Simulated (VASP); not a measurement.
Write the native input for VASP 6.6.1 that does the following.

```
Task                   : single point
Functional             : PBEsol
Potentials or basis    : VASP PAW PBE potentials, release 64 (Ti_sv, O)
Cutoff                 : 520 eV
k mesh                 : 8 × 8 × 8
Occupations            : gaussian, width 0.1 eV
Spin                   : collinear spin, ferromagnetic start
Starting moments       : [0.11, 0.0] μB
Dipole correction      : no
Further INCAR settings : ALGO = Normal; EDIFF = 1e-06; NBANDS = 20
```

The structure of TiO lies in POSCAR:

```
TiO
1.0
    0.0000000000      2.2895965365      2.2895965365
    2.2895965365      0.0000000000      2.2895965365
    2.2895965365      2.2895965365      0.0000000000
Ti O
1 1
Direct
    0.0000000000      0.0000000000      0.0000000000
    0.2500000000      0.2500000000      0.2500000000
```

The input as run:

INCAR

```
ALGO = Normal ; EDIFF = 1E-6
ENCUT = 520 ; GGA = PS
ISIF = 2 ; ISMEAR = 0
ISPIN = 2 ; LASPH = True
LCHARG = False ; LMAXMIX = 4
LORBIT = 11 ; LREAL = False
LWAVE = False ; MAGMOM = 0.11 0
NBANDS = 20 ; NELM = 150
PREC = Accurate ; SIGMA = 0.1
```

KPOINTS

```
k-points
0
Gamma
  8 8 8
```

Potentials or basis: VASP PAW PBE potentials, release 64 (Ti_sv, O).

The run is started by

```console
$ cat potpaw_PBE.64/Ti_sv/POTCAR potpaw_PBE.64/O/POTCAR > POTCAR
$ mpirun -np 1 vasp_std > vasp.out
```

Results of the run:

```
Pressure                                              : 0.7 GPa
Band gap on the k mesh                                : zero (filled and empty bands overlap)
Net moment                                            : 0.00 μB per cell
Valence electrons inside the program's atomic spheres : Ti 10.35; O 5.05
```

Caveat: the PAW data sets were made with another functional, which shifts forces and pressure a little; semilocal functionals often make such compounds metallic where correlation or magnetic order opens a gap, which also shifts bond lengths.

Run time: 25 s on 1 thread of Intel(R) Xeon(R) Platinum 8259CL CPU @ 2.50GHz (Skylake/Cascade Lake) (shared host), peak memory 0.16 GiB.
